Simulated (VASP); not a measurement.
# Re (P6_3/mmc) in VASP: notebook

The runs below take Re through single point, with HSE06, PBE-based screened hybrid with 25 % exact exchange.

Program: VASP 6.6.1. These are calculated values, not measurements. Logs are shortened: lines on timing, memory, paths and dates and some standing lists are left out, and cuts for length are marked.

## 1. The cell of the first run

The structure is hexagonal, space group P6_3/mmc (No. 194). The conventional cell has a = 2.774 Å, b = 2.774 Å, c = 4.367 Å, α = 90.00°, β = 90.00°, γ = 120.00°. Within 3.6 Å of Re (site symmetry -6m2) lie 12 Re at 2.71 to 2.77 Å.

## 2. Single point, HSE06

POSCAR reads:

```
Re
1.0
    2.7744280426      0.0000000000      0.0000000000
   -1.3872140213      2.4027251659      0.0000000000
    0.0000000000      0.0000000000      4.3667874260
Re
2
Direct
    0.6666666667      0.3333333333      0.7500000000
    0.3333333333      0.6666666667      0.2500000000
```

INCAR.step1 reads:

```
PREC     = Accurate       # precision mode
ENCUT    = 520            # plane-wave cutoff, eV
EDIFF    = 1E-5           # SCF threshold, eV
ISMEAR   = -1             # smearing method
SIGMA    = 0.05           # smearing width, eV
LREAL    = F              # projectors in reciprocal space
LASPH    = T              # aspherical terms in the spheres
NELM     = 60             # most SCF steps
ALGO     = Normal         # electronic algorithm
ISIF     = 2              # what is computed and relaxed
LWAVE    = T              # write WAVECAR
GGA      = PE             # functional
NBANDS   = 14             # bands
```

INCAR.step2 reads:

```
PREC     = Accurate       # precision mode
ENCUT    = 520            # plane-wave cutoff, eV
EDIFF    = 1E-7           # SCF threshold, eV
ISMEAR   = -1             # smearing method
SIGMA    = 0.05           # smearing width, eV
LREAL    = F              # projectors in reciprocal space
LASPH    = T              # aspherical terms in the spheres
NELM     = 60             # most SCF steps
ALGO     = Normal         # electronic algorithm
ISIF     = 2              # what is computed and relaxed
LWAVE    = F              # write WAVECAR
LCHARG   = T              # write CHGCAR
GGA      = PE             # functional
LHFCALC  = T              # exact exchange
HFSCREEN = 0.2079         # screening, 1/A
PRECFOCK = Normal       
LELF     = T              # ELF
LVHAR    = T            
ISTART   = 1            
NBANDS   = 14             # bands
```

KPOINTS reads:

```
Automatic mesh
0
Gamma
  6 6 3
```

Potentials or basis: VASP PAW PBE potentials, release 64 (Re).

Started as:

```console
cat potpaw_PBE.64/Re/POTCAR > POTCAR
cp INCAR.step1 INCAR
mpirun -np 1 vasp_std > vasp.out
cp INCAR.step2 INCAR
mpirun -np 1 vasp_std > vasp.out
```

OUTCAR:

```text
PREC = Accurate
   ENCUT = 520
   EDIFF = 1E-7
   ISMEAR = -1
   LREAL = F
   LASPH = T
   NELM = 60
   ISIF = 2
   GGA = PE
   LHFCALC = T
   HFSCREEN = 0.2079
   PRECFOCK = Normal
   ISTART = 1

 ion  position               nearest neighbor table
   1  0.667  0.333  0.750-   2 2.71   2 2.71   2 2.71   2 2.71   2 2.71   2 2.71
   2  0.333  0.667  0.250-   1 2.71   1 2.71   1 2.71   1 2.71   1 2.71   1 2.71

  LATTYP: Found a hexagonal cell.
 ALAT       =     2.7744280426
 C/A-ratio  =     1.5739414968

  Lattice vectors:

 A1 = (   2.7744280426,   0.0000000000,   0.0000000000)
 A2 = (  -1.3872140213,   2.4027251659,   0.0000000000)
 A3 = (   0.0000000000,   0.0000000000,   4.3667874260)

Analysis of symmetry for initial positions (statically):
=====================================================================
 Subroutine PRICEL returns:
 Original cell was already a primitive cell.

 Routine SETGRP: Setting up the symmetry group for a
 hexagonal supercell.

 Subroutine GETGRP returns: Found 24 space group operations
 (whereof 12 operations were pure point group operations)
 out of a pool of 24 trial point group operations.

The static configuration has the point symmetry D_3d.
 The point group associated with its full space group is D_6h.

Analysis of symmetry for dynamics (positions and initial velocities):
=====================================================================
 Subroutine PRICEL returns:
 Original cell was already a primitive cell.

 Routine SETGRP: Setting up the symmetry group for a
 hexagonal supercell.

 Subroutine GETGRP returns: Found 24 space group operations
 (whereof 12 operations were pure point group operations)
 out of a pool of 24 trial point group operations.

The dynamic configuration has the point symmetry D_3d.
 The point group associated with its full space group is D_6h.

 Subroutine INISYM returns: Found 24 space group operations
 (whereof 12 operations are pure point group operations),
 and found     1 'primitive' translations

----------------------------------------------------------------------------------------

                                     Primitive cell

  volume of cell :      29.1098

[... 91 lines left out ...]
   EFERMI =   0.00;   METHOD = LEGACY
   ISMEAR =    -1;   SIGMA  =   0.05  broadening in eV -4-tet -1-fermi 0-gaus
   EFERMI_NEDOS =   21; number of points for ismear=-14 and -15
   IALGO  =     38    algorithm
   IMIX   =      1    mixing-type and parameters
     AMIX     =   0.40;   BMIX     =  1.00
     AMIX_MAG =   1.60;   BMIX_MAG =  1.00
  volume/ion in A,a.u.               =      14.55        98.22
  Fermi-wavevector in a.u.,A,eV,Ry     =   1.282639  2.423835 22.383785  1.645162
  Thomas-Fermi vector in A             =   2.414938
   LORBIT       =      0    0 simple, 1 ext, 2 COOP (PROOUT), +10 PAW based schemes
   GGA     = PE    functional components
   LHFCALC =     T    Hartree Fock is set to
   PRECFOCK=normal    Normal, Fast or Accurate (Low or Medium for compatibility)
   ENCUT4O =  -1.0   cutoff for four orbital integrals eV
   NKREDX  =     1    reduce k-point grid by
   NKREDY  =     1    reduce k-point grid by
   NKREDZ  =     1    reduce k-point grid by
   AEXX    =    0.2500 exact exchange contribution
   HFSCREEN=    0.2079 screening length (either q_TF or 0.3 A-1)
   HFSCREENC=   0.2079 screening length for correlation (either q_TF or 0.3 A-1)
   ENCUTFOCK=  -1.0 apply spherical cutoff to Coloumb kernel
   IVDW    =     0    specifies the selected vdW correction
   LEPSILON=     F    determine dielectric tensor
   LRPA    =     F    only Hartree local field effects (RPA)
 non-spin polarized calculation
  energy-cutoff  :      520.00
  volume of cell :       29.11
 maximum number of plane-waves:       796
 NGX is ok and might be reduce to    24
  NGX = 16; NGY = 16; NGZ = 28

 number of electron      14.0000000 magnetization

 Free energy of the ion-electron system (eV)
  ---------------------------------------------------
  ext. energy  EPLUGINS =         0.00000000
  ---------------------------------------------------
  free energy    TOTEN  =       -29.01108446 eV

  energy without entropy =      -28.99362574  energy(sigma->0) =      -29.00235510

 E-fermi :   7.4410     XC(G=0): -11.2205

 val. band max:        7.4026408937   @ k =   0.3333   0.1667   0.3333
 cond. band min:       7.5713896067   @ k =   0.3333   0.3333   0.3333
 fundamental gap:      0.1687487129
 Fermi energy:         7.4409770069

 k-point     1 :       0.0000    0.0000    0.0000
  band No.  band energies     occupation
      1      -3.4328      2.00000
      2       0.0970      2.00000
      3       5.7487      2.00000
      4       5.7487      2.00000
      5       6.3464      2.00000
      6       6.8254      1.99999
      7       6.8254      1.99999
      8       7.6192      0.05502
      9       7.6192      0.05502
     10       8.4869      0.00000
     11      11.6272      0.00000
     12      11.6272      0.00000
     13      19.2583      0.00000
     14      22.8339      0.00000
[... 207 lines left out ...]
      1       2.4811      2.00000
      2       2.4811      2.00000
      3       2.5555      2.00000
      4       3.6487      2.00000
      5       5.0743      2.00000
      6       5.0743      2.00000
      7       7.5714      0.13722
      8       9.2150      0.00000
      9      11.5843      0.00000
     10      11.5843      0.00000
     11      16.7188      0.00000
     12      16.7188      0.00000
     13      19.8849      0.00000
     14      21.1934      0.00000

------------------------ aborting loop because EDIFF is reached ----------------------------------------

  FORCE on cell =-STRESS in cart. coord.  units (eV):
  Direction    XX          YY          ZZ          XY          YZ          ZX
  --------------------------------------------------------------------------------------
  -------------------------------------------------------------------------------------
  Total       -0.7148372     -0.7148372     -0.8580766     -0.0000000      0.0000000      0.0000000
  in kB      -39.3439652    -39.3439652    -47.2277268     -0.0000000      0.0000000      0.0000000
  external PRESSURE =     -41.9718857 kB  Pullay stress =       0.0000000 kB

 VOLUME and BASIS-vectors are now :
 -----------------------------------------------------------------------------
  energy-cutoff  :      520.00
  volume of cell :       29.11
      direct lattice vectors                 reciprocal lattice vectors
     2.774428043  0.000000000  0.000000000     0.360434650  0.208097042  0.000000000
    -1.387214021  2.402725166  0.000000000     0.000000000  0.416194084  0.000000000
     0.000000000  0.000000000  4.366787426     0.000000000  0.000000000  0.229001301

 POSITION                                       TOTAL-FORCE (eV/Angst)
 -----------------------------------------------------------------------------------
      1.38721      0.80091      3.27509         0.000000      0.000000     -0.000000
     -0.00000      1.60182      1.09170        -0.000000     -0.000000      0.000000
 -----------------------------------------------------------------------------------
    total drift:                                0.000000     -0.000000     -0.000000

  FREE ENERGIE OF THE ION-ELECTRON SYSTEM (eV)
  ---------------------------------------------------
  free  energy   TOTEN  =       -29.0110844595 eV

  energy  without entropy=      -28.9936257418  energy(sigma->0) =      -29.00235510
```

OSZICAR.step1:

```text
N       E                     dE             d eps       ncg     rms          rms(c)
DAV:   1     0.195367009119E+02    0.19537E+02   -0.68789E+03   784   0.125E+03
DAV:   2    -0.252919804776E+02   -0.44829E+02   -0.40277E+02   630   0.300E+02
DAV:   3    -0.262365720705E+02   -0.94459E+00   -0.92182E+00   604   0.423E+01
DAV:   4    -0.262459660468E+02   -0.93940E-02   -0.93879E-02   636   0.283E+00
DAV:   5    -0.262461529172E+02   -0.18687E-03   -0.18684E-03   604   0.740E-01    0.437E+01
DAV:   6    -0.252439735664E+02    0.10022E+01   -0.71522E-01   672   0.239E+01    0.183E+01
DAV:   7    -0.248773816821E+02    0.36659E+00   -0.54557E-01   672   0.203E+01    0.713E-01
DAV:   8    -0.248634907865E+02    0.13891E-01   -0.89711E-03   700   0.113E+00    0.212E-01
DAV:   9    -0.248626114158E+02    0.87937E-03   -0.50737E-04   744   0.292E-01    0.375E-02
DAV:  10    -0.248626282118E+02   -0.16796E-04   -0.28832E-05   524   0.380E-02    0.941E-03
DAV:  11    -0.248626302206E+02   -0.20089E-05   -0.37620E-07   346   0.196E-02
   1 F= -.24862630E+02 E0= -.24849546E+02  d E =-.261678E-01
```

It took 7.3 min on 1 thread of Intel Xeon 6975P-C (Granite Rapids), shared host; peak memory 0.26 GiB.

What came out:

* Free energy: -29.0111 eV
* Pressure: -4.2 GPa
* Band gap on the k mesh: zero (bands 7 and 8 overlap by 3.31 eV)

Stress tensor (GPa, compression positive):
```
-3.93  0.00  0.00
 0.00 -3.93  0.00
 0.00  0.00 -4.72
```

Caveat: the k points lie up to 0.48 Å⁻¹ apart, too coarse for converged energies and pressures of a metal; the PAW data sets were made with another functional, which shifts forces and pressure a little; spin-orbit coupling is left out, which moves the levels of the heavy elements.

## 3. Single point, PBE-based screened hybrid with 25 % exact exchange

This run uses another cell than the first one, of 14.58 Å³/atom.

POSCAR reads:

```
Re
1.0
    2.7755689617      0.0000000000      0.0000000000
   -1.3877844809      2.4037132308      0.0000000000
    0.0000000000      0.0000000000      4.3719931755
Re
2
Direct
    0.6666666667      0.3333333333      0.7500000000
    0.3333333333      0.6666666667      0.2500000000
```

INCAR.step1 reads:

```
ALGO = Normal ; EDIFF = 1E-5
ENCUT = 520 ; GGA = PE
ISIF = 2 ; ISMEAR = -1
LASPH = T ; LCHARG = F
LREAL = F ; LWAVE = T
NBANDS = 14 ; NELM = 80
PREC = Accurate ; SIGMA = 0.05
```

INCAR.step2 reads:

```
AEXX = 0.25 ; ALGO = Normal
EDIFF = 1E-7 ; ENCUT = 520
GGA = PE ; HFSCREEN = 0.3
ISIF = 2 ; ISMEAR = -1
ISTART = 1 ; LASPH = T
LCHARG = F ; LHFCALC = T
LREAL = F ; LWAVE = F
NBANDS = 14 ; NELM = 80
PREC = Accurate ; PRECFOCK = Normal
SIGMA = 0.05
```

KPOINTS reads:

```
k-points
0
Gamma
  6 6 3
```

Potentials or basis: VASP PAW PBE potentials, release 64 (Re).

Started as:

```console
cat potpaw_PBE.64/Re/POTCAR > POTCAR
cp INCAR.step1 INCAR
mpirun -np 1 vasp_std > vasp.out
cp INCAR.step2 INCAR
mpirun -np 1 vasp_std > vasp.out
```

Wall time 7.2 min (1 thread of Intel Xeon 6975P-C (Granite Rapids), shared host); peak memory 0.27 GiB.

It converged, with:

```yaml
Free_energy: -28.2016 eV
Pressure: -4.0 GPa
Band_gap_on_the_k_mesh: zero (bands 7 and 8 overlap by 3.22 eV)
```

Stress tensor (GPa, compression positive):
```
-3.80  0.00  0.00
 0.00 -3.80  0.00
 0.00  0.00 -4.39
```

Levels at points of the mesh, in eV from the Fermi level:
```
           k point  band 3  band 4  band 5  band 6  band 7  band 8  band 9  band 10  band 11  band 12
(0.00, 0.00, 0.00)   -1.62   -1.62   -1.12   -0.60   -0.60    0.16    0.16     1.04     4.04     4.04
(0.50, 0.00, 0.00)   -5.67   -2.25   -1.91   -1.20   -0.29    4.50    5.15     5.34     6.91     7.97
```

Caveat: the k points lie up to 0.48 Å⁻¹ apart, too coarse for converged energies and pressures of a metal; the PAW data sets were made with another functional, which shifts forces and pressure a little; spin-orbit coupling is left out, which moves the levels of the heavy elements.
